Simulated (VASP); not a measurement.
# Ge2Bi2S (I4/mmm) in VASP: single point with PBE

Aim: the single point of Ge2Bi2S with PBE.

All numbers are computed with VASP 6.6.1; they aren't measurements. Logs are shortened: lines on timing, memory, paths and dates and some standing lists are left out, and cuts for length are marked.

## 1. The cell of the first run

It takes space group I4/mmm (No. 139, tetragonal). The conventional cell has a = 3.892 Å, b = 3.892 Å, c = 16.194 Å, α = 90.00°, β = 90.00°, γ = 90.00°. Ge (site symmetry -4m2) has 4 Ge at 2.75 Å and 4 Bi at 3.11 Å within 3.6 Å. Bi (site symmetry 4mm) has 4 Ge at 3.11 Å and 4 S at 3.19 Å and 5 Bi at 3.24 to 3.89 Å within 4.1 Å. S (site symmetry 4/mmm) has 8 Bi at 3.19 Å and 4 S at 3.89 Å within 4.2 Å.

The cell was generated, and may not be a known phase.

## 2. Single point, PBE

Contents of INCAR:

```
PREC = Accurate ; ENCUT = 520
EDIFF = 1E-6 ; ISMEAR = 0
SIGMA = 0.1 ; LREAL = False
LASPH = True ; NELM = 80
ALGO = Normal ; ISIF = 2
LWAVE = False ; LCHARG = False
GGA = PE ; NBANDS = 40
```

Contents of KPOINTS:

```
regular mesh
0
Gamma
  6 6 6
```

Contents of POSCAR:

```
Ge2Bi2S
1.0
   -1.9459530443      1.9459530443      8.0968137500
    1.9459530443     -1.9459530443      8.0968137500
    1.9459530443      1.9459530443     -8.0968137500
Ge Bi S
2 2 1
Direct
    0.7500000000      0.2500000000      0.5000000000
    0.2500000000      0.7500000000      0.5000000000
    0.3998613002      0.3998613002      0.0000000000
    0.6001386998      0.6001386998      0.0000000000
    0.0000000000      0.0000000000      0.0000000000
```

Potentials or basis: VASP PAW PBE potentials, release 64 (Ge_d, Bi_d, S).

On the command line:

```console
> cat potpaw_PBE.64/Ge_d/POTCAR potpaw_PBE.64/Bi_d/POTCAR potpaw_PBE.64/S/POTCAR > POTCAR
> mpirun -np 1 vasp_std > vasp.out
```

OUTCAR:

```text
PREC = Accurate
   ENCUT = 520
   EDIFF = 1E-6
   ISMEAR = 0
   LREAL = False
   LASPH = True
   NELM = 80
   ISIF = 2
   GGA = PE

 ion  position               nearest neighbor table
   1  0.750  0.250  0.500-   2 2.75   2 2.75   2 2.75   2 2.75   3 3.11   4 3.11   4 3.11   3 3.11

   2  0.250  0.750  0.500-   1 2.75   1 2.75   1 2.75   1 2.75   3 3.11   4 3.11   4 3.11   3 3.11

   3  0.400  0.400  0.000-   1 3.11   2 3.11   2 3.11   1 3.11   5 3.19   5 3.19   5 3.19   5 3.19
                             4 3.24
   4  0.600  0.600  0.000-   2 3.11   1 3.11   1 3.11   2 3.11   5 3.19   5 3.19   5 3.19   5 3.19
                             3 3.24
   5  0.000  0.000  0.000-   4 3.19   4 3.19   4 3.19   3 3.19   4 3.19   3 3.19   3 3.19   3 3.19

  LATTYP: Found a body centered tetragonal cell.
 ALAT       =     3.8919060886
 C/A-ratio  =     4.1608474437

  Lattice vectors:

 A1 = (  -1.9459530443,   1.9459530443,   8.0968137500)
 A2 = (   1.9459530443,  -1.9459530443,   8.0968137500)
 A3 = (   1.9459530443,   1.9459530443,  -8.0968137500)

Analysis of symmetry for initial positions (statically):
=====================================================================
 Subroutine PRICEL returns:
 Original cell was already a primitive cell.

 Routine SETGRP: Setting up the symmetry group for a
 body centered tetragonal supercell.

 Subroutine GETGRP returns: Found 16 space group operations
 (whereof 16 operations were pure point group operations)
 out of a pool of 16 trial point group operations.

The static configuration has the point symmetry D_4h.

Analysis of symmetry for dynamics (positions and initial velocities):
=====================================================================
 Subroutine PRICEL returns:
 Original cell was already a primitive cell.

 Routine SETGRP: Setting up the symmetry group for a
 body centered tetragonal supercell.

 Subroutine GETGRP returns: Found 16 space group operations
 (whereof 16 operations were pure point group operations)
 out of a pool of 16 trial point group operations.

The dynamic configuration has the point symmetry D_4h.

 Subroutine INISYM returns: Found 16 space group operations
 (whereof 16 operations are pure point group operations),
 and found     1 'primitive' translations

----------------------------------------------------------------------------------------

                                     Primitive cell

  volume of cell :     122.6419

  direct lattice vectors                    reciprocal lattice vectors
    -1.945953044  1.945953044  8.096813750     0.000000000  0.256943507  0.061752686
     1.945953044 -1.945953044  8.096813750     0.256943507  0.000000000  0.061752686
     1.945953044  1.945953044 -8.096813750     0.256943507  0.256943507  0.000000000

  length of vectors
     8.551716752  8.551716752  8.551716752     0.264260024  0.264260024  0.363372993

  position of ions in fractional coordinates (direct lattice)
     0.750000000  0.250000000  0.500000000
     0.250000000  0.750000000  0.500000000
     0.399861300  0.399861300  0.000000000
     0.600138700  0.600138700  0.000000000
     0.000000000  0.000000000  0.000000000

  ion indices of the primitive-cell ions
   primitive index   ion index
                 1           1
                 2           2
                 3           3
                 4           4
                 5           5

----------------------------------------------------------------------------------------

 KPOINTS: regular mesh

Automatic generation of k-mesh.
 Grid dimensions read from file:
 generate k-points for:    6    6    6

 Generating k-lattice:

  Cartesian coordinates                     Fractional coordinates (reciprocal lattice)
     0.000000000  0.042823918  0.010292114     0.166666667  0.000000000  0.000000000
     0.042823918  0.000000000  0.010292114     0.000000000  0.166666667  0.000000000
     0.042823918  0.042823918  0.000000000     0.000000000  0.000000000  0.166666667

  Length of vectors
     0.044043337  0.044043337  0.060562165

  Shift w.r.t. Gamma in fractional coordinates (k-lattice)
     0.000000000  0.000000000  0.000000000

 Subroutine IBZKPT returns following result:
 ===========================================

 Found     30 irreducible k-points:

 Following reciprocal coordinates:
            Coordinates               Weight
  0.000000  0.000000  0.000000      1.000000
  0.166667  0.000000 -0.000000      8.000000
  0.333333 -0.000000  0.000000      8.000000
  0.500000  0.000000 -0.000000      4.000000
  0.166667  0.166667 -0.000000      8.000000
  0.333333  0.166667 -0.000000     16.000000
[... 16 lines left out ...]
 -0.333333 -0.333333  0.166667      8.000000
 -0.166667 -0.333333  0.166667      8.000000
 [... further k-points ...]
   k-points           NKPTS =     30   k-points in BZ     NKDIM =     30   number of bands    NBANDS=     40
   number of dos      NEDOS =    301   number of ions     NIONS =      5
   total plane-waves  NPLWV = 262144
   dimension x,y,z NGX =    64 NGY =   64 NGZ =   64
   dimension x,y,z NGXF=   128 NGYF=  128 NGZF=  128
   ions per type =               2   2   1
   NGX,Y,Z   is equivalent  to a cutoff of  12.44, 12.44, 12.44 a.u.
   NGXF,Y,Z  is equivalent  to a cutoff of  24.88, 24.88, 24.88 a.u.
 SYSTEM =  unknown system
   PREC   = accura    normal or accurate (medium, high low for compatibility)
   ISTART =      0    job   : 0-new  1-cont  2-samecut
   ICHARG =      2    charge: 1-file 2-atom 10-const
   ISPIN  =      1    spin polarized calculation?
   LNONCOLLINEAR =      F non collinear calculations
   LSORBIT =      F    spin-orbit coupling
   LASPH  =      T    aspherical Exc in radial PAW
   ENCUT  =  520.0 eV  38.22 Ry    6.18 a.u.  15.90 15.90 15.90*2*pi/ulx,y,z
   NELM   =     80;   NELMIN=  2; NELMDL= -5     # of ELM steps
   EDIFF  = 0.1E-05   stopping-criterion for ELM
   LREAL  =      F    real-space projection
[... 7 lines left out ...]
   TEBEG  =    0.0;   TEEND  =   0.0 temperature during run
   PSTRESS=    0.0 pullay stress
   NELECT =      64.0000    total number of electrons
   NUPDOWN=      -1.0000    fix difference up-down
   EMIN   =  10.00;   EMAX   =-10.00  energy-range for DOS
   EFERMI =   0.00;   METHOD = LEGACY
   ISMEAR =     0;   SIGMA  =   0.10  broadening in eV -4-tet -1-fermi 0-gaus
   EFERMI_NEDOS =   21; number of points for ismear=-14 and -15
   IALGO  =     38    algorithm
   IMIX   =      4    mixing-type and parameters
     AMIX     =   0.40;   BMIX     =  1.00
     AMIX_MAG =   1.60;   BMIX_MAG =  1.00
  volume/ion in A,a.u.               =      24.53       165.53
  Fermi-wavevector in a.u.,A,eV,Ry     =   1.318020  2.490696 23.635710  1.737176
  Thomas-Fermi vector in A             =   2.448019
   LORBIT       =      0    0 simple, 1 ext, 2 COOP (PROOUT), +10 PAW based schemes
   GGA     = PE    functional components
   LHFCALC =     F    Hartree Fock is set to
   AEXX    =    0.0000 exact exchange contribution
   IVDW    =     0    specifies the selected vdW correction
   LEPSILON=     F    determine dielectric tensor
   LRPA    =     F    only Hartree local field effects (RPA)
 non-spin polarized calculation
 Gauss-broadening in eV      SIGMA  =   0.10
  energy-cutoff  :      520.00
  volume of cell :      122.64
 maximum number of plane-waves:      3328
   NGX = 31   NGY = 31   NGZ = 31

 number of electron      63.9999985 magnetization

 Free energy of the ion-electron system (eV)
  ---------------------------------------------------
  ext. energy  EPLUGINS =         0.00000000
  ---------------------------------------------------
  free energy    TOTEN  =       -20.09150849 eV

  energy without entropy =      -20.08355579  energy(sigma->0) =      -20.08753214

 E-fermi :   6.8673     XC(G=0): -10.3569

 val. band max:        6.8412996458   @ k =  -0.1667  -0.1667   0.1667
 cond. band min:       6.8808233752   @ k =  -0.3333   0.1667  -0.0000
 fundamental gap:      0.0395237294
 Fermi energy:         6.8673014522

 k-point     1 :       0.0000    0.0000    0.0000
  band No.  band energies     occupation
      1     -17.9580      2.00000
      2     -17.8850      2.00000
      3     -17.8761      2.00000
      4     -17.8482      2.00000
      5     -17.8482      2.00000
      6     -17.7856      2.00000
[... 32 lines left out ...]
     39      11.6430      0.00000
     40      12.1096      0.00000

 k-point     2 :       0.1667    0.0000   -0.0000
  band No.  band energies     occupation
      1     -17.9405      2.00000
      2     -17.8745      2.00000
      3     -17.8684      2.00000
      4     -17.8444      2.00000
      5     -17.8439      2.00000
      6     -17.7902      2.00000
[... 32 lines left out ...]
     39      11.8194      0.00000
     40      12.1223      0.00000

 k-point     3 :       0.3333   -0.0000    0.0000
  band No.  band energies     occupation
      1     -17.8920      2.00000
      2     -17.8483      2.00000
      3     -17.8470      2.00000
      4     -17.8339      2.00000
      5     -17.8324      2.00000
      6     -17.8025      2.00000
[... 32 lines left out ...]
     39      10.9269      0.00000
     40      12.0459      0.00000

 k-point     4 :       0.5000    0.0000   -0.0000
  band No.  band energies     occupation
      1     -17.8238      2.00000
      2     -17.8238      2.00000
      3     -17.8236      2.00000
      4     -17.8236      2.00000
      5     -17.8186      2.00000
      6     -17.8186      2.00000
[... 32 lines left out ...]
     39      11.3161      0.00000
     40      11.5722      0.00000
[... 772 lines left out ...]
     39      11.0584      0.00000
     40      11.9866      0.00000

 k-point    23 :      -0.3333   -0.3333    0.1667
  band No.  band energies     occupation
      1     -17.9307      2.00000
      2     -17.8653      2.00000
      3     -17.8568      2.00000
      4     -17.8502      2.00000
      5     -17.8310      2.00000
      6     -17.8037      2.00000
[... 32 lines left out ...]
     39      10.9259      0.00000
     40      12.5068      0.00000

 k-point    24 :      -0.1667   -0.3333    0.1667
  band No.  band energies     occupation
      1     -17.9405      2.00000
      2     -17.8746      2.00000
      3     -17.8684      2.00000
      4     -17.8444      2.00000
      5     -17.8439      2.00000
      6     -17.7903      2.00000
[... 32 lines left out ...]
     39      11.8879      0.00000
     40      12.0776      0.00000

 [... further k-points ...]

------------------------ aborting loop because EDIFF is reached ----------------------------------------

  FORCE on cell =-STRESS in cart. coord.  units (eV):
  Direction    XX          YY          ZZ          XY          YZ          ZX
  --------------------------------------------------------------------------------------
  -------------------------------------------------------------------------------------
  Total       -0.1317804     -0.1317804     -0.0469051      0.0000000      0.0000000      0.0000000
  in kB       -1.7215620     -1.7215620     -0.6127617      0.0000000      0.0000000      0.0000000
  external PRESSURE =      -1.3519619 kB  Pullay stress =       0.0000000 kB

 VOLUME and BASIS-vectors are now :
 -----------------------------------------------------------------------------
  energy-cutoff  :      520.00
  volume of cell :      122.64
      direct lattice vectors                 reciprocal lattice vectors
    -1.945953044  1.945953044  8.096813750     0.000000000  0.256943507  0.061752686
     1.945953044 -1.945953044  8.096813750     0.256943507  0.000000000  0.061752686
     1.945953044  1.945953044 -8.096813750     0.256943507  0.256943507  0.000000000

 POSITION                                       TOTAL-FORCE (eV/Angst)
 -----------------------------------------------------------------------------------
     -0.00000      1.94595      4.04841        -0.000000     -0.000000      0.000000
      1.94595     -0.00000      4.04841        -0.000000     -0.000000      0.000000
      0.00000      0.00000      6.47520         0.000000      0.000000     -0.006182
      0.00000      0.00000      9.71842         0.000000      0.000000      0.006182
      0.00000      0.00000      0.00000        -0.000000     -0.000000      0.000000
 -----------------------------------------------------------------------------------
    total drift:                               -0.000000      0.000000     -0.000000

  FREE ENERGIE OF THE ION-ELECTRON SYSTEM (eV)
  ---------------------------------------------------
  free  energy   TOTEN  =       -20.0915084894 eV

  energy  without entropy=      -20.0835557887  energy(sigma->0) =      -20.08753214
```

Wall time 3.5 min (1 thread of Intel Xeon 6975P-C (Granite Rapids), shared host); peak memory 0.59 GiB.

What came out:

```
Free energy            : -20.0915 eV
Pressure               : -0.1 GPa
Largest force          : 0.006 eV/Å
Band gap on the k mesh : zero (bands 32 and 33 overlap by 2.25 eV)
```

Forces in eV/Å, atoms in the order of the input:
```
Ge   0.000  0.000  0.000
Ge   0.000  0.000  0.000
Bi   0.000  0.000 -0.006
Bi   0.000  0.000  0.006
S    0.000  0.000  0.000
```

Stress tensor (GPa, compression positive):
```
-0.17  0.00  0.00
 0.00 -0.17  0.00
 0.00  0.00 -0.06
```

Caveat: spin-orbit coupling is left out, which moves the levels of the heavy elements.

The gap in the log of VASP goes by the Fermi energy; the results here count the filled bands.